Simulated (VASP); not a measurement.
# CdS in VASP: a series of runs, part 2 of 2

VASP 6.6.1. Earlier steps stand in the parts before.

## Step 3: Single point, PBE (volume scaled by 0.96)

The input, INCAR:

```
PREC     = Accurate       # precision mode
ENCUT    = 520            # plane-wave cutoff, eV
EDIFF    = 1E-7           # SCF threshold, eV
ISMEAR   = -1             # smearing method
SIGMA    = 0.02           # smearing width, eV
LREAL    = False          # projectors in reciprocal space
LASPH    = True           # aspherical terms in the spheres
NELM     = 80             # most SCF steps
ALGO     = Normal         # electronic algorithm
ISIF     = 2              # what is computed and relaxed
LWAVE    = False          # write WAVECAR
LCHARG   = True           # write CHGCAR
GGA      = PE             # functional
LELF     = True           # ELF
LVHAR    = True         
NBANDS   = 16             # bands
```

The input, KPOINTS:

```
Automatic mesh
0
Gamma
  7 7 7
```

The input, POSCAR:

```
CdS
1.0
    0.0000000000      2.9031789477      2.9031789477
    2.9031789477      0.0000000000      2.9031789477
    2.9031789477      2.9031789477      0.0000000000
Cd S
1 1
Direct
    0.0000000000      0.0000000000      0.0000000000
    0.7500000000      0.7500000000      0.7500000000
```

Potentials or basis: VASP PAW PBE potentials, release 64 (Cd, S).

Launch:

```sh
$ cat potpaw_PBE.64/Cd/POTCAR potpaw_PBE.64/S/POTCAR > POTCAR
$ mpirun -np 1 vasp_std > vasp.out
```

OUTCAR:

```text
PREC = Accurate
   ENCUT = 520
   EDIFF = 1E-7
   ISMEAR = -1
   LREAL = False
   LASPH = True
   NELM = 80
   ISIF = 2
   GGA = PE

 ion  position               nearest neighbor table
   1  0.000  0.000  0.000-   2 2.51   2 2.51   2 2.51   2 2.51
   2  0.750  0.750  0.750-   1 2.51   1 2.51   1 2.51   1 2.51

  LATTYP: Found a face centered cubic cell.
 ALAT       =     5.8063578954

  Lattice vectors:

 A1 = (   0.0000000000,   2.9031789477,   2.9031789477)
 A2 = (   2.9031789477,   0.0000000000,   2.9031789477)
 A3 = (   2.9031789477,   2.9031789477,   0.0000000000)

Analysis of symmetry for initial positions (statically):
=====================================================================
 Subroutine PRICEL returns:
 Original cell was already a primitive cell.

 Routine SETGRP: Setting up the symmetry group for a
 face centered cubic supercell.

 Subroutine GETGRP returns: Found 24 space group operations
 (whereof 24 operations were pure point group operations)
 out of a pool of 48 trial point group operations.

The static configuration has the point symmetry T_d .

[... 150 lines left out ...]
  free energy    TOTEN  =        -6.10509170 eV

  energy without entropy =       -6.10509170  energy(sigma->0) =       -6.10509170

 E-fermi :   1.8655     XC(G=0):  -9.2140

 val. band max:        1.4341525142   @ k =   0.0000   0.0000   0.0000
 cond. band min:       2.6136339122   @ k =   0.0000   0.0000   0.0000
 fundamental gap:      1.1794813980
 Fermi energy:         1.8655465430

 k-point     1 :       0.0000    0.0000    0.0000
  band No.  band energies     occupation
      1     -11.0212      2.00000
      2      -6.3459      2.00000
      3      -6.3459      2.00000
      4      -6.3459      2.00000
      5      -5.8469      2.00000
      6      -5.8469      2.00000
[... 357 lines left out ...]
      3      -6.0758      2.00000
      4      -5.8996      2.00000
      5      -5.8288      2.00000
      6      -5.2217      2.00000
[... 8 lines left out ...]
     15      13.7911      0.00000
     16      15.4999      0.00000

------------------------ aborting loop because EDIFF is reached ----------------------------------------

  FORCE on cell =-STRESS in cart. coord.  units (eV):
  Direction    XX          YY          ZZ          XY          YZ          ZX
  --------------------------------------------------------------------------------------
  -------------------------------------------------------------------------------------
  Total        1.2736110      1.2736110      1.2736110     -0.0000000      0.0000000      0.0000000
  in kB       41.6961515     41.6961515     41.6961515     -0.0000000      0.0000000      0.0000000
  external PRESSURE =      41.6961515 kB  Pullay stress =       0.0000000 kB

 VOLUME and BASIS-vectors are now :
 -----------------------------------------------------------------------------
  energy-cutoff  :      520.00
  volume of cell :       48.94
      direct lattice vectors                 reciprocal lattice vectors
     0.000000000  2.903178948  2.903178948    -0.172225002  0.172225002  0.172225002
     2.903178948  0.000000000  2.903178948     0.172225002 -0.172225002  0.172225002
     2.903178948  2.903178948  0.000000000     0.172225002  0.172225002 -0.172225002

 POSITION                                       TOTAL-FORCE (eV/Angst)
 -----------------------------------------------------------------------------------
      0.00000      0.00000      0.00000        -0.000000      0.000000      0.000000
      4.35477      4.35477      4.35477         0.000000     -0.000000     -0.000000
 -----------------------------------------------------------------------------------
    total drift:                                0.000000      0.000000      0.000000

  FREE ENERGIE OF THE ION-ELECTRON SYSTEM (eV)
  ---------------------------------------------------
  free  energy   TOTEN  =        -6.1050916999 eV

  energy  without entropy=       -6.1050916999  energy(sigma->0) =       -6.10509170
```

OSZICAR:

```text
N       E                     dE             d eps       ncg     rms          rms(c)
DAV:   1     0.106894312961E+03    0.10689E+03   -0.90883E+03   648   0.104E+03
DAV:   2    -0.245679726173E+01   -0.10935E+03   -0.10386E+03   776   0.252E+02
DAV:   3    -0.662080414068E+01   -0.41640E+01   -0.41574E+01   752   0.509E+01
DAV:   4    -0.664755113303E+01   -0.26747E-01   -0.26744E-01   832   0.398E+00
DAV:   5    -0.664791383122E+01   -0.36270E-03   -0.36269E-03   768   0.436E-01    0.837E+00
DAV:   6    -0.612463204997E+01    0.52328E+00   -0.82375E-01   960   0.117E+01    0.668E+00
DAV:   7    -0.610465418927E+01    0.19978E-01   -0.20261E-01   832   0.309E+00    0.321E+00
DAV:   8    -0.610498607558E+01   -0.33189E-03   -0.18871E-02   752   0.176E+00    0.321E-01
DAV:   9    -0.610490216728E+01    0.83908E-04   -0.21438E-03   768   0.700E-01    0.586E-02
DAV:  10    -0.610501811532E+01   -0.11595E-03   -0.24206E-04   784   0.162E-01    0.647E-02
DAV:  11    -0.610509822185E+01   -0.80107E-04   -0.12666E-04   776   0.912E-02    0.213E-02
DAV:  12    -0.610509073479E+01    0.74871E-05   -0.25388E-05   824   0.675E-02    0.103E-02
DAV:  13    -0.610509204195E+01   -0.13072E-05   -0.45222E-06   752   0.131E-02    0.133E-02
DAV:  14    -0.610509170985E+01    0.33211E-06   -0.39238E-07   856   0.361E-03    0.505E-03
DAV:  15    -0.610509169986E+01    0.99874E-08   -0.27100E-08   480   0.111E-03
   1 F= -.61050917E+01 E0= -.61050917E+01  d E =-.339520E-11
```

stdout:

```text
POSCAR found type information on POSCAR CdS
 POSCAR found :  2 types and       2 ions
 scaLAPACK will be used
 LDA part: xc-table for (Slater+PW92), standard interpolation
 POSCAR, INCAR and KPOINTS ok, starting setup
 FFT: planning ... GRIDC
 FFT: planning ... GRID_SOFT
 FFT: planning ... GRID
 WAVECAR not read
 entering main loop
```

It took 15 s on 1 thread of Intel Xeon Platinum 8259CL at 2.50GHz (Skylake/Cascade Lake), shared host; peak memory 0.18 GiB.

Results:

| Property | Result |
| --- | --- |
| Free energy | -6.1051 eV |
| Pressure | 4.2 GPa |
| Band gap on the k mesh | 1.18 eV, direct |

Caveat: the cell differs from its parent crystal (volume scaled by 0.96).

## Step 4: Single point, PBE (volume scaled by 0.98)

The input, INCAR:

```
SYSTEM = CdS
  PREC = Accurate
  ENCUT = 520
  EDIFF = 1E-6
  ISMEAR = -1
  SIGMA = 0.02
  LREAL = .False.
  LASPH = .True.
  NELM = 60
  ALGO = Normal
  ISIF = 2
  LWAVE = .False.
  LCHARG = .False.
  GGA = PE
  NBANDS = 16
```

The input, KPOINTS:

```
Automatic mesh
0
Gamma
  7 7 7
  0 0 0
```

The input, POSCAR:

```
CdS
1.0
    0.0000000000      2.9232015042      2.9232015042
    2.9232015042      0.0000000000      2.9232015042
    2.9232015042      2.9232015042      0.0000000000
Cd S
1 1
Direct
    0.0000000000      0.0000000000      0.0000000000
    0.7500000000      0.7500000000      0.7500000000
```

Launch:

```sh
$ cat potpaw_PBE.64/Cd/POTCAR potpaw_PBE.64/S/POTCAR > POTCAR
$ mpirun -np 1 vasp_std > vasp.out
```

Run time: 13 s. Hardware: 1 thread of Intel Xeon Platinum 8259CL at 2.50GHz (Skylake/Cascade Lake), shared host; peak memory 0.18 GiB.

It converged, with:

* Free energy: -6.1272 eV
* Pressure: 2.7 GPa
* Band gap on the k mesh: 1.13 eV, direct

Levels at points of the mesh, in eV from the valence-band top:
| k point | band 7 | band 8 | band 9 | band 10 | band 11 | band 12 |
| --- | --- | --- | --- | --- | --- | --- |
| (0.00, 0.00, 0.00) | 0.00 | 0.00 | 0.00 | 1.13 | 6.55 | 6.55 |

Caveat: the cell differs from its parent crystal (volume scaled by 0.98).

## Step 5: Single point, PBE

This run uses another cell than the first one, of 25.49 Å³/atom, 0.980 times its volume.

The input, INCAR:

```
PREC = Accurate
ENCUT = 520
EDIFF = 1E-6
ISMEAR = -1
SIGMA = 0.02
LREAL = False
LASPH = True
NELM = 60
ALGO = Normal
ISIF = 2
LWAVE = False
LCHARG = False
GGA = PE
NBANDS = 16
```

The input, KPOINTS:

```
Automatic mesh
0
Gamma
  7 7 7
```

The input, POSCAR:

```
CdS
1.0
    0.0000000000      2.9429534649      2.9429534649
    2.9429534649      0.0000000000      2.9429534649
    2.9429534649      2.9429534649      0.0000000000
Cd S
1 1
Direct
    0.0000000000      0.0000000000      0.0000000000
    0.7500000000      0.7500000000      0.7500000000
```

Potentials or basis: VASP PAW PBE potentials, release 64 (Cd, S).

Launch:

```sh
$ cat potpaw_PBE.64/Cd/POTCAR potpaw_PBE.64/S/POTCAR > POTCAR
$ mpirun -np 1 vasp_std > vasp.out
```

OUTCAR:

```text
PREC = Accurate
   ENCUT = 520
   EDIFF = 1E-6
   ISMEAR = -1
   LREAL = False
   LASPH = True
   NELM = 60
   ISIF = 2
   GGA = PE

 ion  position               nearest neighbor table
   1  0.000  0.000  0.000-   2 2.55   2 2.55   2 2.55   2 2.55
   2  0.750  0.750  0.750-   1 2.55   1 2.55   1 2.55   1 2.55

  LATTYP: Found a face centered cubic cell.
 ALAT       =     5.8859069298

  Lattice vectors:

 A1 = (   0.0000000000,   2.9429534649,   2.9429534649)
 A2 = (   2.9429534649,   0.0000000000,   2.9429534649)
 A3 = (   2.9429534649,   2.9429534649,   0.0000000000)

Analysis of symmetry for initial positions (statically):
=====================================================================
 Subroutine PRICEL returns:
 Original cell was already a primitive cell.

 Routine SETGRP: Setting up the symmetry group for a
 face centered cubic supercell.

 Subroutine GETGRP returns: Found 24 space group operations
 (whereof 24 operations were pure point group operations)
 out of a pool of 48 trial point group operations.

The static configuration has the point symmetry T_d .

[... 150 lines left out ...]
  free energy    TOTEN  =        -6.14070767 eV

  energy without entropy =       -6.14070767  energy(sigma->0) =       -6.14070767

 E-fermi :   1.5423     XC(G=0):  -9.0231

 val. band max:        1.0865541401   @ k =   0.0000   0.0000   0.0000
 cond. band min:       2.1760762313   @ k =   0.0000   0.0000   0.0000
 fundamental gap:      1.0895220912
 Fermi energy:         1.5422733794

 k-point     1 :       0.0000    0.0000    0.0000
  band No.  band energies     occupation
      1     -11.1205      2.00000
      2      -6.5479      2.00000
      3      -6.5479      2.00000
      4      -6.5479      2.00000
      5      -6.1043      2.00000
      6      -6.1043      2.00000
[... 357 lines left out ...]
      3      -6.3064      2.00000
      4      -6.1501      2.00000
      5      -6.0868      2.00000
      6      -5.5409      2.00000
[... 8 lines left out ...]
     15      13.3280      0.00000
     16      14.9635      0.00000

------------------------ aborting loop because EDIFF is reached ----------------------------------------

  FORCE on cell =-STRESS in cart. coord.  units (eV):
  Direction    XX          YY          ZZ          XY          YZ          ZX
  --------------------------------------------------------------------------------------
  -------------------------------------------------------------------------------------
  Total        0.4704154      0.4704154      0.4704154      0.0000000     -0.0000000      0.0000000
  in kB       14.7846799     14.7846799     14.7846799      0.0000000     -0.0000000      0.0000000
  external PRESSURE =      14.7846799 kB  Pullay stress =       0.0000000 kB

 VOLUME and BASIS-vectors are now :
 -----------------------------------------------------------------------------
  energy-cutoff  :      520.00
  volume of cell :       50.98
      direct lattice vectors                 reciprocal lattice vectors
     0.000000000  2.942953465  2.942953465    -0.169897352  0.169897352  0.169897352
     2.942953465  0.000000000  2.942953465     0.169897352 -0.169897352  0.169897352
     2.942953465  2.942953465  0.000000000     0.169897352  0.169897352 -0.169897352

 POSITION                                       TOTAL-FORCE (eV/Angst)
 -----------------------------------------------------------------------------------
      0.00000      0.00000      0.00000         0.000000      0.000000     -0.000000
      4.41443      4.41443      4.41443        -0.000000     -0.000000      0.000000
 -----------------------------------------------------------------------------------
    total drift:                                0.000000      0.000000      0.000000

  FREE ENERGIE OF THE ION-ELECTRON SYSTEM (eV)
  ---------------------------------------------------
  free  energy   TOTEN  =        -6.1407076695 eV

  energy  without entropy=       -6.1407076695  energy(sigma->0) =       -6.14070767
```

OSZICAR:

```text
N       E                     dE             d eps       ncg     rms          rms(c)
DAV:   1     0.104144924730E+03    0.10414E+03   -0.92897E+03   664   0.103E+03
DAV:   2    -0.262709760629E+01   -0.10677E+03   -0.99740E+02   768   0.250E+02
DAV:   3    -0.666478494328E+01   -0.40377E+01   -0.40302E+01   800   0.501E+01
DAV:   4    -0.668937641842E+01   -0.24591E-01   -0.24590E-01   808   0.382E+00
DAV:   5    -0.668970714638E+01   -0.33073E-03   -0.33073E-03   800   0.425E-01    0.765E+00
DAV:   6    -0.615880477354E+01    0.53090E+00   -0.84953E-01   968   0.114E+01    0.621E+00
DAV:   7    -0.614026622343E+01    0.18539E-01   -0.18946E-01   816   0.298E+00    0.307E+00
DAV:   8    -0.614053985450E+01   -0.27363E-03   -0.16912E-02   728   0.162E+00    0.288E-01
DAV:   9    -0.614048843060E+01    0.51424E-04   -0.18667E-03   800   0.625E-01    0.610E-02
DAV:  10    -0.614062873295E+01   -0.14030E-03   -0.23717E-04   808   0.146E-01    0.699E-02
DAV:  11    -0.614071406705E+01   -0.85334E-04   -0.14216E-04   776   0.900E-02    0.269E-02
DAV:  12    -0.614070672174E+01    0.73453E-05   -0.22114E-05   816   0.596E-02    0.944E-03
DAV:  13    -0.614070780994E+01   -0.10882E-05   -0.31546E-06   760   0.104E-02    0.648E-03
DAV:  14    -0.614070766954E+01    0.14040E-06   -0.25504E-07   696   0.323E-03
   1 F= -.61407077E+01 E0= -.61407077E+01  d E =-.106248E-11
```

Wall time 13 s (1 thread of Intel Xeon Platinum 8259CL at 2.50GHz (Skylake/Cascade Lake), shared host); peak memory 0.17 GiB.

What came out:

```
Free energy            : -6.1407 eV
Pressure               : 1.5 GPa
Band gap on the k mesh : 1.09 eV, direct
```

## Step 6: Overview

| cell | gap on the mesh (eV) | pressure (GPa) |
| --- | --- | --- |
| a = 4.204, b = 4.204, c = 4.162 Å, angles 60.3, 60.3, 59.3°, 2 atoms | 1.02 | 0.3 |
| a = 4.106 Å, angles 60.0°, 2 atoms | 1.18 | 4.2 |
| a = 4.134 Å, angles 60.0°, 2 atoms | 1.13 | 2.7 |
| a = 4.162 Å, angles 60.0°, 2 atoms | 1.09 | 1.5 |

Alike in all rows: task single point; level PBE; potentials or basis VASP PAW PBE potentials, release 64 (Cd, S); no spin polarisation; k mesh 7 × 7 × 7; cutoff (eV) 520; smearing fermi-dirac 0.02 eV.

Total energies depend on the potentials used, so only differences within one code and one set of settings carry meaning.
